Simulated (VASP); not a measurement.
**AlGa3As4: single point with PBEsol**

AlGa3As4:

```
Al Ga As
1.0
     5.66286    0.00000    0.00000
     0.00000   -5.66286    0.00000
     0.00000    0.00000   -5.66286
Al Ga As
1 3 4
Direct
  0.00000 0.50000 0.50000
  0.50000 0.00000 0.50000
  0.50000 0.50000 0.00000
  0.00000 0.00000 0.00000
  0.25001 0.24999 0.24999
  0.74999 0.75001 0.24999
  0.74999 0.24999 0.75001
  0.25001 0.75001 0.75001
```

```yaml
Program: VASP 6.6.1
Task: single point
Functional: PBEsol
Potentials_or_basis: VASP PAW PBE potentials, release 64 (Al, Ga_d, As)
Cutoff: 500 eV
k_mesh: 6 × 6 × 6
Occupations: gaussian, width 0.02 eV
Spin: no spin polarisation
Dipole_correction: no
Further_INCAR_settings: ALGO = Normal; EDIFF = 1e-06; NBANDS = 41
```

```yaml
Pressure: 0.2 GPa
Band_gap_on_the_k_mesh: 0.76 eV, direct
```

Levels at points of the mesh, in eV from the valence-band top:
```csv
k point,band 29,band 30,band 31,band 32,band 33,band 34
"(0.00, 0.00, 0.00)",0.00,0.00,0.00,0.76,1.38,1.38
"(0.50, 0.00, 0.00)",-1.65,-1.54,-1.54,1.95,2.14,3.27
"(0.50, 0.50, 0.00)",-1.13,-1.13,-1.08,2.65,2.78,2.78
"(0.50, 0.50, 0.50)",-1.01,-1.01,-1.01,0.98,0.98,0.98
```

It took 3 min on 1 thread of Intel Xeon 8259CL, on a shared host, peak memory 0.33 GiB.

Caveat: the PAW data sets were made with another functional, which shifts forces and pressure a little. Expect the measured gap to be larger: semilocal functionals such as PBEsol lack the derivative discontinuity.
